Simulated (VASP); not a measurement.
# LiBe16 (a cell with a defect) in VASP: notebook

Runs on LiBe16 (a cell with a defect). Level: PBE. Tasks: single point.

Everything below comes from runs of VASP 6.6.1. Logs are shortened: lines on timing, memory, paths and dates and some standing lists are left out, and cuts for length are marked.

## Step 1: The cell of the first run

The cell holds a defect, 17 atoms: a = 4.580 Å, b = 3.966 Å, c = 7.177 Å, α = 90.00°, β = 90.00°, γ = 90.00°.

## Step 2: Single point, PBE

File INCAR:

```
PREC     = Accurate       # precision mode
ENCUT    = 520            # plane-wave cutoff, eV
EDIFF    = 1E-7           # SCF threshold, eV
ISMEAR   = 0              # smearing method
SIGMA    = 0.15           # smearing width, eV
LREAL    = Auto         
LASPH    = True           # aspherical terms in the spheres
NELM     = 100            # most SCF steps
ALGO     = Normal         # electronic algorithm
ISIF     = 2              # what is computed and relaxed
LWAVE    = False          # write WAVECAR
LCHARG   = False          # write CHGCAR
GGA      = PE             # functional
NBANDS   = 32             # bands
```

File KPOINTS:

```
Automatic mesh
0
Gamma
  5 5 3
```

File POSCAR:

```
LiBe16
1.0
   -2.2900000000     -3.9663960000      0.0000000000
    3.4350000000     -1.9831980000      0.0000000000
    0.0000000000      0.0000000000      7.1768600000
Be Li
16 1
Direct
    0.7573210410      0.4955278556      0.0214171657
    0.4916623068      0.3632479425      0.2792299139
    0.7466733001      0.4006337285      0.5319269151
    0.5211442673      0.5032359162      0.7833208395
    0.4942527657     -0.0194378942     -0.0301172100
    0.2478381818      0.8485570412      0.2415933988
    0.5440190882     -0.1669602003      0.4568486776
    0.1728931844      0.7835643063      0.7782055105
    0.2486297723      0.4880419734      0.0195439231
   -0.0073592432      0.3501494419      0.2601602929
    0.1994174531      0.5414226980      0.5115211945
   -0.0097067133      0.3303707792      0.7773081821
   -0.0065930825      0.0086389639      0.0041356526
    0.7471933229      0.8665873972      0.2208439345
   -0.0098024283     -0.0069850250      0.4746818246
    0.7575396182      0.9121635300      0.7192439312
    0.3589948897      0.1315476848      0.6345091029
```

Potentials or basis: VASP PAW PBE potentials, release 64 (Be, Li_sv).

Started as:

```console
cat potpaw_PBE.64/Be/POTCAR potpaw_PBE.64/Li_sv/POTCAR > POTCAR
mpirun -np 1 vasp_std > vasp.out
```

OUTCAR:

```text
PREC = Accurate
   ENCUT = 520
   EDIFF = 1E-7
   ISMEAR = 0
   LREAL = Auto
   LASPH = True
   NELM = 100
   ISIF = 2
   GGA = PE

 ion  position               nearest neighbor table
   1  0.757  0.496  0.021-   4 2.02  14 2.05  10 2.10  12 2.15  13 2.22   9 2.25   2 2.28   5 2.30
                            13 2.31   9 2.33
   2  0.492  0.363  0.279-   3 2.16   9 2.23   6 2.24  11 2.25   7 2.27   1 2.28  10 2.29  10 2.30
                            14 2.33   6 2.34  14 2.35
   3  0.747  0.401  0.532-  15 2.01   7 2.02  12 2.10   4 2.12  11 2.15   2 2.16  17 2.20  10 2.26
                            16 2.36
   4  0.521  0.503  0.783-   8 1.94  17 1.97  16 2.00   1 2.02   9 2.11   3 2.12  12 2.26   5 2.32
[... 23 lines left out ...]
  16  0.758  0.912  0.719-   4 2.00   8 2.01  12 2.02  15 2.08  17 2.11   7 2.15   5 2.18  13 2.34
                             3 2.36
  17  0.359  0.132  0.635-   8 1.92   7 1.94   4 1.97  11 1.99  16 2.11  15 2.11  12 2.13   3 2.20

  LATTYP: Found a simple orthorhombic cell.
 ALAT       =     3.9663962620
 B/A-ratio  =     1.1547004875
 C/A-ratio  =     1.8094157835

  Lattice vectors:

 A1 = (  -3.4350000000,   1.9831980000,   0.0000000000)
 A2 = (  -2.2900000000,  -3.9663960000,   0.0000000000)
 A3 = (   0.0000000000,   0.0000000000,   7.1768600000)

Analysis of symmetry for initial positions (statically):
=====================================================================
 Subroutine PRICEL returns:
 Original cell was already a primitive cell.

 Routine SETGRP: Setting up the symmetry group for a
 simple orthorhombic supercell.

 Subroutine GETGRP returns: Found  1 space group operations
 (whereof  1 operations were pure point group operations)
 out of a pool of  8 trial point group operations.

The static configuration has the point symmetry C_1 .

Analysis of symmetry for dynamics (positions and initial velocities):
=====================================================================
 Subroutine PRICEL returns:
 Original cell was already a primitive cell.

 Routine SETGRP: Setting up the symmetry group for a
 simple orthorhombic supercell.

 Subroutine GETGRP returns: Found  1 space group operations
 (whereof  1 operations were pure point group operations)
 out of a pool of  8 trial point group operations.

The dynamic configuration has the point symmetry C_1 .

 Subroutine INISYM returns: Found  1 space group operations
 (whereof  1 operations are pure point group operations),
 and found     1 'primitive' translations

----------------------------------------------------------------------------------------

                                     Primitive cell

  volume of cell :     130.3755

  direct lattice vectors                    reciprocal lattice vectors
    -2.290000000 -3.966396000  0.000000000    -0.109170306 -0.189088533  0.000000000
     3.435000000 -1.983198000  0.000000000     0.218340611 -0.126059022  0.000000000
     0.000000000  0.000000000  7.176860000     0.000000000  0.000000000  0.139336702

  length of vectors
     4.579999697  3.966396262  7.176860000     0.218340626  0.252118027  0.139336702

  position of ions in fractional coordinates (direct lattice)
     0.757321041  0.495527856  0.021417166
     0.491662307  0.363247943  0.279229914
     0.746673300  0.400633728  0.531926915
     0.521144267  0.503235916  0.783320839
     0.494252766  0.980562106  0.969882790
     0.247838182  0.848557041  0.241593399
[... 9 lines left out ...]
     0.757539618  0.912163530  0.719243931
     0.358994890  0.131547685  0.634509103

  ion indices of the primitive-cell ions
   primitive index   ion index
                 1           1
                 2           2
                 3           3
                 4           4
                 5           5
                 6           6
[... 9 lines left out ...]
                16          16
                17          17

----------------------------------------------------------------------------------------

 KPOINTS: Automatic mesh

Automatic generation of k-mesh.
 Grid dimensions read from file:
 generate k-points for:    5    5    3

 Generating k-lattice:

  Cartesian coordinates                     Fractional coordinates (reciprocal lattice)
    -0.021834061 -0.037817707  0.000000000     0.200000000  0.000000000  0.000000000
     0.043668122 -0.025211804  0.000000000     0.000000000  0.200000000  0.000000000
     0.000000000  0.000000000  0.046445567     0.000000000  0.000000000  0.333333333

  Length of vectors
     0.043668125  0.050423605  0.046445567

  Shift w.r.t. Gamma in fractional coordinates (k-lattice)
     0.000000000  0.000000000  0.000000000

 Subroutine IBZKPT returns following result:
 ===========================================

 Found     38 irreducible k-points:

 Following reciprocal coordinates:
            Coordinates               Weight
  0.000000  0.000000  0.000000      1.000000
  0.200000  0.000000  0.000000      2.000000
  0.400000  0.000000  0.000000      2.000000
  0.000000  0.200000  0.000000      2.000000
  0.200000  0.200000  0.000000      2.000000
 -0.200000  0.200000  0.000000      2.000000
[... 16 lines left out ...]
  0.200000 -0.200000 -0.333333      2.000000
 -0.200000 -0.200000  0.333333      2.000000
 [... further k-points ...]
   k-points           NKPTS =     38   k-points in BZ     NKDIM =     38   number of bands    NBANDS=     32
   number of dos      NEDOS =    301   number of ions     NIONS =     17
   total plane-waves  NPLWV =  58320
   dimension x,y,z NGX =    36 NGY =   30 NGZ =   54
   dimension x,y,z NGXF=    72 NGYF=   60 NGZF=  108
   ions per type =              16   1
   NGX,Y,Z   is equivalent  to a cutoff of  13.07, 12.57, 12.51 a.u.
   NGXF,Y,Z  is equivalent  to a cutoff of  26.13, 25.15, 25.02 a.u.
 SYSTEM =  unknown system
   PREC   = accura    normal or accurate (medium, high low for compatibility)
   ISTART =      0    job   : 0-new  1-cont  2-samecut
   ICHARG =      2    charge: 1-file 2-atom 10-const
   ISPIN  =      1    spin polarized calculation?
   LNONCOLLINEAR =      F non collinear calculations
   LSORBIT =      F    spin-orbit coupling
   LASPH  =      T    aspherical Exc in radial PAW
   ENCUT  =  520.0 eV  38.22 Ry    6.18 a.u.   8.52  7.37 13.34*2*pi/ulx,y,z
   NELM   =    100;   NELMIN=  2; NELMDL= -5     # of ELM steps
   EDIFF  = 0.1E-06   stopping-criterion for ELM
   LREAL  =      T    real-space projection
   EDIFFG = 0.1E-05   stopping-criterion for IOM
   NSW    =      0    number of steps for IOM
   IBRION =     -1    ionic relax: 0-MD 1-quasi-New 2-CG
   NFREE  =      0    steps in history (QN), initial steepest desc. (CG)
   ISIF   =      2    stress and relaxation
   ISYM   =      2    0-nonsym 1-usesym 2-fastsym
   POTIM  = 0.5000    time-step for ionic-motion
   TEBEG  =    0.0;   TEEND  =   0.0 temperature during run
   PSTRESS=    0.0 pullay stress
   NELECT =      35.0000    total number of electrons
   NUPDOWN=      -1.0000    fix difference up-down
   EMIN   =  10.00;   EMAX   =-10.00  energy-range for DOS
   EFERMI =   0.00;   METHOD = LEGACY
   ISMEAR =     0;   SIGMA  =   0.15  broadening in eV -4-tet -1-fermi 0-gaus
   EFERMI_NEDOS =   21; number of points for ismear=-14 and -15
   IALGO  =     38    algorithm
   IMIX   =      4    mixing-type and parameters
     AMIX     =   0.40;   BMIX     =  1.00
     AMIX_MAG =   1.60;   BMIX_MAG =  1.00
  volume/ion in A,a.u.               =       7.67        51.75
  Fermi-wavevector in a.u.,A,eV,Ry     =   1.056085  1.995711 15.174786  1.115315
  Thomas-Fermi vector in A             =   2.191307
   LORBIT       =      0    0 simple, 1 ext, 2 COOP (PROOUT), +10 PAW based schemes
   GGA     = PE    functional components
   LHFCALC =     F    Hartree Fock is set to
   AEXX    =    0.0000 exact exchange contribution
   IVDW    =     0    specifies the selected vdW correction
   LEPSILON=     F    determine dielectric tensor
   LRPA    =     F    only Hartree local field effects (RPA)
 non-spin polarized calculation
 Gauss-broadening in eV      SIGMA  =   0.15
  energy-cutoff  :      520.00
  volume of cell :      130.38
 maximum number of plane-waves:      3529
 NGX is ok and might be reduce to    36
   NGX = 17   NGY = 15   NGZ = 27

 number of electron      35.0000001 magnetization

 Free energy of the ion-electron system (eV)
  ---------------------------------------------------
  ext. energy  EPLUGINS =         0.00000000
  ---------------------------------------------------
  free energy    TOTEN  =       -56.88678533 eV

  energy without entropy =      -56.85632849  energy(sigma->0) =      -56.87155691

 E-fermi :   7.1405     XC(G=0): -10.6512

 val. band max:        7.1276401108   @ k =   0.0000   0.0000   0.3333
 cond. band min:       7.1845465231   @ k =   0.2000   0.2000   0.3333
 fundamental gap:      0.0569064123
 Fermi energy:         7.1405451263

 k-point     1 :       0.0000    0.0000    0.0000
  band No.  band energies     occupation
      1     -39.0877      2.00000
      2      -4.0661      2.00000
      3      -2.1333      2.00000
      4      -1.8398      2.00000
      5       0.9363      2.00000
      6       1.1544      2.00000
[... 757 lines left out ...]
     28      11.9187      0.00000
     29      12.3957      0.00000

 [... further k-points ...]

 [bands above 29 left out]

------------------------ aborting loop because EDIFF is reached ----------------------------------------

  FORCE on cell =-STRESS in cart. coord.  units (eV):
  Direction    XX          YY          ZZ          XY          YZ          ZX
  --------------------------------------------------------------------------------------
  -------------------------------------------------------------------------------------
  Total       10.0453834      8.7916977     13.6335909      0.2277677      0.4936598      1.0458024
  in kB      123.4471526    108.0406795    167.5424324      2.7990249      6.0665574     12.8518066
  external PRESSURE =     133.0100882 kB  Pullay stress =       0.0000000 kB

 VOLUME and BASIS-vectors are now :
 -----------------------------------------------------------------------------
  energy-cutoff  :      520.00
  volume of cell :      130.38
      direct lattice vectors                 reciprocal lattice vectors
    -2.290000000 -3.966396000  0.000000000    -0.109170306 -0.189088533  0.000000000
     3.435000000 -1.983198000  0.000000000     0.218340611 -0.126059022  0.000000000
     0.000000000  0.000000000  7.176860000     0.000000000  0.000000000  0.139336702

 POSITION                                       TOTAL-FORCE (eV/Angst)
 -----------------------------------------------------------------------------------
     -0.03213     -3.98656      0.15371        -0.001154      0.001154      0.002912
      0.12185     -2.67052      2.00399         0.000523     -0.000046      0.018686
     -0.33370     -3.75614      3.81756         0.031853     -0.026941      0.010975
      0.53520     -3.06508      5.62178        -0.025401      0.030447      0.034011
      2.23639     -3.90505      6.96071         0.003064     -0.013246     -0.025677
      2.34724     -2.66588      1.73388         0.018458     -0.011276     -0.015517
[... 9 lines left out ...]
      1.39852     -4.81370      5.16191        -0.067577      0.014820     -0.022692
     -0.37023     -1.68480      4.55378        -0.036325      0.032893     -0.009780
 -----------------------------------------------------------------------------------
    total drift:                                0.004685     -0.001661     -0.001115

  FREE ENERGIE OF THE ION-ELECTRON SYSTEM (eV)
  ---------------------------------------------------
  free  energy   TOTEN  =       -56.8867853257 eV

  energy  without entropy=      -56.8563284948  energy(sigma->0) =      -56.87155691
```

Wall time 2.3 min (1 thread of Intel Xeon 6975P-C (Granite Rapids), shared host); peak memory 0.27 GiB.

Results:

```
Free energy   : -56.8868 eV
Largest force : 0.073 eV/Å
```

Forces on the atoms (eV/Å):
```
Be  -0.001  0.001  0.003
Be   0.001  0.000  0.019
Be   0.032 -0.027  0.011
Be  -0.025  0.030  0.034
Be   0.003 -0.013 -0.026
Be   0.018 -0.011 -0.016
Be   0.027 -0.026 -0.053
Be  -0.004  0.013  0.035
Be  -0.017  0.006  0.023
Be   0.028 -0.017  0.018
Be   0.006 -0.031  0.030
Be  -0.013  0.034  0.000
Be   0.004 -0.002  0.000
Be   0.031 -0.012 -0.032
Be   0.014  0.007 -0.014
Be  -0.068  0.015 -0.023
Li  -0.036  0.033 -0.010
```

Caveat: the cutoff is under 1.25 times the usual one of these potentials, so pressure, stress and relaxed cells hold a basis-set (Pulay) error.

## Step 3: Single point, PBE

File INCAR:

```
PREC = Accurate
ENCUT = 520
EDIFF = 1E-7
ISMEAR = 0
SIGMA = 0.15
LREAL = Auto
LASPH = T
NELM = 80
ALGO = Normal
ISIF = 2
LWAVE = F
LCHARG = F
GGA = PE
NBANDS = 32
```

File KPOINTS:

```
regular mesh
0
Gamma
  5 5 3
```

File POSCAR:

```
LiBe16
1.0
   -2.2900000000     -3.9663960000      0.0000000000
    3.4350000000     -1.9831980000      0.0000000000
    0.0000000000      0.0000000000      7.1768600000
Be Li
16 1
Direct
    0.7485448525      0.4044849235     -0.0328054330
    0.4922167044      0.3632338437      0.2196820058
    0.7568474573      0.4940738507      0.4780335690
    0.5205651141      0.4984608767      0.7152395337
    0.5446937537     -0.1681532181      0.0440471181
    0.2478927806      0.8499192045      0.2581440909
    0.4942812815     -0.0186578939      0.5299958478
    0.1755922228      0.7859284397      0.7227258160
    0.1992713951      0.5440574948     -0.0113134435
   -0.0070484480      0.3503598411      0.2395192326
    0.2484189544      0.4889718793      0.4798712808
   -0.0077010144      0.3304482320      0.7224631663
   -0.0123890293     -0.0069242728      0.0252306719
    0.7475604330      0.8664577559      0.2796006889
   -0.0063999894      0.0078599779      0.4960989904
    0.7564718380      0.9106292603      0.7803043392
    0.3594843301      0.1334757251      0.8700629523
```

Potentials or basis: VASP PAW PBE potentials, release 64 (Be, Li_sv).

Started as:

```console
cat potpaw_PBE.64/Be/POTCAR potpaw_PBE.64/Li_sv/POTCAR > POTCAR
mpirun -np 1 vasp_std > vasp.out
```

Wall time 2.4 min (1 thread of Intel Xeon 6975P-C (Granite Rapids), shared host); peak memory 0.27 GiB.

Results (log left out):

```
Free energy   : -56.8900 eV
Largest force : 0.069 eV/Å
```

Forces in eV/Å, atoms in the order of the input:
```
Be   0.021 -0.024 -0.010
Be   0.007 -0.004 -0.016
Be   0.005 -0.002 -0.002
Be  -0.037  0.042 -0.032
Be   0.007 -0.021  0.047
Be   0.022 -0.011  0.011
Be   0.011 -0.014  0.018
Be   0.001  0.001 -0.034
Be   0.012 -0.025 -0.030
Be   0.027 -0.018 -0.018
Be  -0.009  0.004 -0.023
Be  -0.014  0.027  0.000
Be   0.012  0.015  0.007
Be   0.034 -0.014  0.027
Be   0.007 -0.002 -0.001
Be  -0.064  0.020  0.010
Li  -0.043  0.025  0.048
```

Levels at points of the mesh, in eV from the Fermi level:
| k point | band 13 | band 14 | band 15 | band 16 | band 17 | band 18 | band 19 | band 20 | band 21 | band 22 |
| --- | --- | --- | --- | --- | --- | --- | --- | --- | --- | --- |
| (0.00, 0.00, 0.00) | -3.32 | -3.16 | -2.69 | -0.98 | -0.87 | -0.43 | 0.62 | 0.79 | 1.45 | 1.72 |

Caveat: the cutoff is under 1.25 times the usual one of these potentials, so pressure, stress and relaxed cells hold a basis-set (Pulay) error.
